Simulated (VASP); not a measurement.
# NaSi12O24 (a cell with a defect) in VASP: single point with r2SCANh

Aim: the single point of NaSi12O24 (a cell with a defect) with r2SCANh.

All numbers are computed with VASP 6.6.1; they aren't measurements. Logs are shortened: lines on timing, memory, paths and dates and some standing lists are left out, and cuts for length are marked.

**1. The cell of the first run**

The cell holds a defect, 37 atoms: a = 7.454 Å, b = 7.454 Å, c = 10.042 Å, α = 70.32°, β = 70.32°, γ = 71.37°.

**2. Single point, r2SCANh**

POSCAR

```
NaSi12O24
1.0
   -2.5104095100      4.3481568300      5.5092742100
    5.0208190300      0.0000000000      5.5092742100
    5.0208190300      8.6963136500      0.0000000000
Si O Na
12 24 1
Direct
    0.3593856700      0.9670309800      0.0331021900
    0.9126061200      0.3903319200      0.2989521500
   -0.0408908200     -0.0152653400      0.2646508400
    0.5041967100      0.5277047900      0.0099598700
    0.0913271200      0.5509333100      0.4572508800
    0.5398781400      0.1166036700      0.2172940800
    0.3842836500      0.9378090900      0.5445443300
    0.9152096600      0.4172019100      0.7948708300
   -0.0267228500     -0.0083199900      0.7803995000
    0.5034164700      0.5083235800      0.5014205300
    0.1042883600      0.5589546200      0.9553271700
    0.5714740200      0.0910337900      0.7074109600
    0.0667710700      0.4214205400      0.3648531600
    0.4849958100      1.0381105300      0.1047739300
    0.0314410500      0.7821486500      0.3770486500
    0.5400852900      0.3469396800      0.1527076700
    0.1279778900      0.0166899200      0.1109401700
    0.6900902100      0.5193864200      0.3538895500
    0.3191211700      0.4884010900      0.4605647800
    0.7616821500      0.9839398700      0.2262940800
    0.4499196500      0.7291306100      0.0618636700
    0.9099820900      0.1625813000      0.3393494100
    0.3902568000      0.0682681700      0.3765827000
    0.9697535200      0.4807401500      0.1206104700
    0.0849288500      0.4568527200      0.8436476600
    0.5366229800      0.9878776400      0.6025800800
    0.0125922200      0.7966900800      0.9165266000
    0.5684703800      0.3215114800      0.6303766000
    0.1603216600     -0.0084913500      0.6403121300
    0.7022174100      0.5286178600      0.8787065700
    0.3306999000      0.5122447200      0.9548473900
    0.7828750100      0.9803565500      0.7423845800
    0.4489234200      0.7065968900      0.5522541800
    0.9242462200      0.1838865800      0.8399993500
    0.3975228200      0.0704782700      0.8600461600
    0.9462359000      0.5086071700      0.6202452200
    0.7265704100      0.7567811300      1.1223026700
```

INCAR.step1

```
SYSTEM = NaSi12O24
PREC     = Accurate       ! precision mode
ENCUT    = 580            ! plane-wave cutoff, eV
EDIFF    = 1E-5           ! SCF threshold, eV
ISMEAR   = -1             ! smearing method
SIGMA    = 0.01           ! smearing width, eV
LREAL    = Auto         
LASPH    = .True.         ! aspherical terms in the spheres
NELM     = 120            ! most SCF steps
ALGO     = Normal         ! electronic algorithm
ISIF     = 2              ! what is computed and relaxed
LWAVE    = .True.         ! write WAVECAR
LCHARG   = .False.        ! write CHGCAR
NBANDS   = 124            ! bands
GGA      = PE             ! functional
NELECT   = 198.0        
GGA_COMPAT= .False.
```

INCAR.step2

```
SYSTEM = NaSi12O24
PREC     = Accurate       ! precision mode
ENCUT    = 580            ! plane-wave cutoff, eV
EDIFF    = 1E-6           ! SCF threshold, eV
ISMEAR   = -1             ! smearing method
SIGMA    = 0.01           ! smearing width, eV
LREAL    = Auto         
LASPH    = .True.         ! aspherical terms in the spheres
NELM     = 120            ! most SCF steps
ALGO     = Normal         ! electronic algorithm
ISIF     = 2              ! what is computed and relaxed
LWAVE    = .False.        ! write WAVECAR
LCHARG   = .False.        ! write CHGCAR
METAGGA  = R2SCAN         ! meta-GGA
LHFCALC  = .True.         ! exact exchange
AEXX     = 0.1            ! exact-exchange fraction
LMIXTAU  = .True.       
PRECFOCK = Fast         
NBANDS   = 124            ! bands
ISTART   = 1            
NELECT   = 198.0        
GGA_COMPAT= .False.
```

KPOINTS

```
regular mesh
0
Gamma
  1 1 1
  0 0 0
```

Potentials or basis: VASP PAW PBE potentials, release 64 (Si, O, Na_pv).

On the command line:

```bash
$ cat potpaw_PBE.64/Si/POTCAR potpaw_PBE.64/O/POTCAR potpaw_PBE.64/Na_pv/POTCAR > POTCAR
$ cp INCAR.step1 INCAR
$ mpirun -np 1 vasp_gam > vasp.out
$ cp INCAR.step2 INCAR
$ mpirun -np 1 vasp_gam > vasp.out
```

OUTCAR:

```text
SYSTEM = NaSi12O24
   PREC = Accurate
   ENCUT = 580
   EDIFF = 1E-6
   ISMEAR = -1
   LREAL = Auto
   LASPH = .True.
   NELM = 120
   ISIF = 2
   METAGGA = R2SCAN
   LHFCALC = .True.
   AEXX = 0.1
   PRECFOCK = Fast
   ISTART = 1
   NELECT = 198.0

 ion  position               nearest neighbor table
   1  0.359  0.967  0.033-  35 1.61  17 1.61  14 1.64  21 1.64  37 2.95  12 3.08   3 3.10
   2  0.913  0.390  0.299-  13 1.61  22 1.61  24 1.64  18 1.64  37 2.92   3 3.05   5 3.08  10 3.09

   3  0.959  0.985  0.265-  15 1.61  22 1.62  17 1.63  20 1.64   2 3.05   1 3.10   6 3.11
   4  0.504  0.528  0.010-  30 1.61  31 1.62  16 1.63  21 1.64   6 3.06  11 3.13   8 3.14
   5  0.091  0.551  0.457-  19 1.62  36 1.62  15 1.62  13 1.63   2 3.08   8 3.13
   6  0.540  0.117  0.217-  23 1.61  16 1.62  14 1.64  20 1.65  37 2.91   4 3.06   7 3.06   3 3.11
[... 8 lines left out ...]
  12  0.571  0.091  0.707-  26 1.62  32 1.62  28 1.63  35 1.64   1 3.08  10 3.09   7 3.12   9 3.12

  13  0.067  0.421  0.365-   2 1.61   5 1.63
  14  0.485  0.038  0.105-   6 1.64   1 1.64  37 2.29
  15  0.031  0.782  0.377-   3 1.61   5 1.62
  16  0.540  0.347  0.153-   6 1.62   4 1.63
  17  0.128  0.017  0.111-   1 1.61   3 1.63
  18  0.690  0.519  0.354-   2 1.64  10 1.66
  19  0.319  0.488  0.461-   5 1.62  10 1.62
  20  0.762  0.984  0.226-   3 1.64   6 1.65
  21  0.450  0.729  0.062-   4 1.64   1 1.64
  22  0.910  0.163  0.339-   2 1.61   3 1.62
  23  0.390  0.068  0.377-   6 1.61   7 1.63
  24  0.970  0.481  0.121-   2 1.64  11 1.64  37 2.27
  25  0.085  0.457  0.844-  11 1.62   8 1.64
  26  0.537  0.988  0.603-  12 1.62   7 1.62
  27  0.013  0.797  0.917-  11 1.64   9 1.65
  28  0.568  0.322  0.630-  10 1.62  12 1.63
  29  0.160  0.992  0.640-   9 1.61   7 1.62
  30  0.702  0.529  0.879-   4 1.61   8 1.63
  31  0.331  0.512  0.955-  11 1.61   4 1.62
  32  0.783  0.980  0.742-   9 1.62  12 1.62
  33  0.449  0.707  0.552-  10 1.61   7 1.62
  34  0.924  0.184  0.840-   9 1.62   8 1.63
  35  0.398  0.070  0.860-   1 1.61  12 1.64
  36  0.946  0.509  0.620-   8 1.62   5 1.62
  37  0.727  0.757  0.122-  24 2.27  14 2.29   6 2.91   2 2.92   1 2.95  11 2.96

  LATTYP: Found a base centered monoclinic cell.
 ALAT       =    12.1085520629
 B/A-ratio  =     0.7181959996
 C/A-ratio  =     0.8293013073
 COS(beta)  =    -0.4146506542

  Lattice vectors:

 A1 = (   2.5104095100,  -4.3481568300,  -5.5092742100)
 A2 = (  -5.0208190300,   0.0000000000,  -5.5092742100)
 A3 = (   5.0208190300,   8.6963136500,   0.0000000000)

Analysis of symmetry for initial positions (statically):
=====================================================================
[... 185 lines left out ...]
   ISMEAR =    -1;   SIGMA  =   0.01  broadening in eV -4-tet -1-fermi 0-gaus
   EFERMI_NEDOS =   21; number of points for ismear=-14 and -15
   IALGO  =     38    algorithm
   IMIX   =      1    mixing-type and parameters
     AMIX     =   0.40;   BMIX     =  1.00
     AMIX_MAG =   1.60;   BMIX_MAG =  1.00
  volume/ion in A,a.u.               =      13.00        87.75
  Fermi-wavevector in a.u.,A,eV,Ry     =   1.217732  2.301180 20.175700  1.482872
  Thomas-Fermi vector in A             =   2.353043
   LORBIT       =      0    0 simple, 1 ext, 2 COOP (PROOUT), +10 PAW based schemes
   METAGGA = R2SCAN    functional components
   LHFCALC =     T    Hartree Fock is set to
   PRECFOCK=fast      Normal, Fast or Accurate (Low or Medium for compatibility)
   ENCUT4O =  -1.0   cutoff for four orbital integrals eV
   NKREDX  =     1    reduce k-point grid by
   NKREDY  =     1    reduce k-point grid by
   NKREDZ  =     1    reduce k-point grid by
   AEXX    =    0.1000 exact exchange contribution
   HFSCREEN=    0.0000 screening length (either q_TF or 0.3 A-1)
   HFSCREENC=   0.0000 screening length for correlation (either q_TF or 0.3 A-1)
   ENCUTFOCK=  -1.0 apply spherical cutoff to Coloumb kernel
   IVDW    =     0    specifies the selected vdW correction
   LEPSILON=     F    determine dielectric tensor
   LRPA    =     F    only Hartree local field effects (RPA)
 non-spin polarized calculation
  energy-cutoff  :      580.00
  volume of cell :      481.10
 maximum number of plane-waves:      7637
 NGX is ok and might be reduce to    60
  NGX = 30; NGY = 30; NGZ = 40

 number of electron     198.0000018 magnetization

 Free energy of the ion-electron system (eV)
  ---------------------------------------------------
  ext. energy  EPLUGINS =         0.00000000
  ---------------------------------------------------
  free energy    TOTEN  =      -393.31356234 eV

  energy without entropy =     -393.31356234  energy(sigma->0) =     -393.31356234

 E-fermi :   0.0065     XC(G=0):  -8.6718

 val. band max:       -0.3101340206   @ k =   0.0000   0.0000   0.0000
 cond. band min:       6.9408593885   @ k =   0.0000   0.0000   0.0000
 fundamental gap:      7.2509934092
 Fermi energy:         0.0065420402

 k-point     1 :       0.0000    0.0000    0.0000
  band No.  band energies     occupation
      1     -22.1182      2.00000
      2     -22.0131      2.00000
      3     -21.9773      2.00000
      4     -21.0061      2.00000
      5     -20.4879      2.00000
      6     -20.4751      2.00000
[... 103 lines left out ...]
    110      10.6497      0.00000
    111      10.7754      0.00000
 [bands above 111 left out]

------------------------ aborting loop because EDIFF is reached ----------------------------------------

  FORCE on cell =-STRESS in cart. coord.  units (eV):
  Direction    XX          YY          ZZ          XY          YZ          ZX
  --------------------------------------------------------------------------------------
  -------------------------------------------------------------------------------------
  Total      -23.0720256    -25.0330500    -26.9986009     -1.4370801     -0.0259494      0.8823074
  in kB      -76.8355422    -83.3662377    -89.9120076     -4.7858314     -0.0864178      2.9383014
  external PRESSURE =     -83.3712625 kB  Pullay stress =       0.0000000 kB

 VOLUME and BASIS-vectors are now :
 -----------------------------------------------------------------------------
  energy-cutoff  :      580.00
  volume of cell :      481.10
      direct lattice vectors                 reciprocal lattice vectors
    -2.510409510  4.348156830  5.509274210    -0.099585346  0.057495626  0.090756056
     5.020819030  0.000000000  5.509274210     0.099585346 -0.057495626  0.090756056
     5.020819030  8.696313650  0.000000000     0.049792673  0.086243439 -0.045378028

 POSITION                                       TOTAL-FORCE (eV/Angst)
 -----------------------------------------------------------------------------------
      4.11928      1.85053      7.30759         0.023020     -0.046072      0.019041
      1.16976      6.56794      7.17824        -0.028676     -0.023019     -0.005548
      3.86518      6.47184     10.70917         0.015510      0.032040     -0.027858
      1.43378      2.27894      5.68503        -0.002064      0.040540      0.054259
      4.83264      4.37350      3.53839        -0.032341     -0.006663     -0.007868
      0.32112      4.23713      3.61674        -0.010180      0.003865     -0.029848
[... 29 lines left out ...]
      3.29232      9.50823      8.01513        -0.221681      0.235145      0.123308
      2.58973      4.22282      8.17219         0.044888     -0.004421      0.009378
 -----------------------------------------------------------------------------------
    total drift:                                0.039727     -0.012265      0.012557

  FREE ENERGIE OF THE ION-ELECTRON SYSTEM (eV)
  ---------------------------------------------------
  free  energy   TOTEN  =      -393.3135623377 eV

  energy  without entropy=     -393.3135623377  energy(sigma->0) =     -393.31356234
```

Run time: 31 min. Hardware: 1 thread of Intel Xeon 8259CL, shared host; peak memory 0.75 GiB.

Results:

- Free energy: -393.3136 eV
- Largest force: 0.435 eV/Å

Forces on the atoms (eV/Å):
```
Si   0.023 -0.046  0.019
Si  -0.029 -0.023 -0.006
Si   0.016  0.032 -0.028
Si  -0.002  0.041  0.054
Si  -0.032 -0.007 -0.008
Si  -0.010  0.004 -0.030
Si  -0.002 -0.027 -0.006
Si   0.030 -0.041  0.012
Si   0.030  0.010 -0.046
Si   0.031  0.025  0.028
Si  -0.028  0.034 -0.018
Si  -0.036  0.012  0.008
O    0.366 -0.182 -0.078
O    0.101  0.034 -0.129
O   -0.140 -0.163 -0.082
O   -0.239 -0.298 -0.182
O   -0.060  0.375 -0.016
O   -0.127  0.299 -0.131
O    0.259  0.086  0.070
O    0.265  0.040  0.155
O   -0.037 -0.279  0.052
O   -0.149 -0.328  0.227
O   -0.316  0.246  0.146
O   -0.027  0.122  0.119
O    0.402 -0.039 -0.161
O    0.336 -0.076 -0.120
O   -0.281 -0.195 -0.030
O   -0.149 -0.281 -0.212
O   -0.013  0.252 -0.036
O   -0.111  0.227 -0.200
O    0.289  0.125  0.004
O    0.274  0.010  0.192
O   -0.035 -0.239  0.050
O   -0.154 -0.281  0.168
O   -0.266  0.301  0.081
O   -0.222  0.235  0.123
Na   0.045 -0.004  0.009
```

Levels at points of the mesh, in eV from the Fermi level:
| k point | band 96 | band 97 | band 98 | band 99 | band 100 | band 101 | band 102 | band 103 |
| --- | --- | --- | --- | --- | --- | --- | --- | --- |
| (0.00, 0.00, 0.00) | -0.51 | -0.39 | -0.35 | -0.32 | 6.93 | 9.35 | 9.42 | 10.06 |

Caveat: the k points lie up to 0.92 Å⁻¹ apart, too coarse for converged energies, forces and pressures; the cell carries a net charge on a neutralising background, which shifts energy and pressure; the cell is charged against a uniform background, so pressure and absolute levels hang on convention; the PAW data sets were made with another functional, which shifts forces and pressure a little.
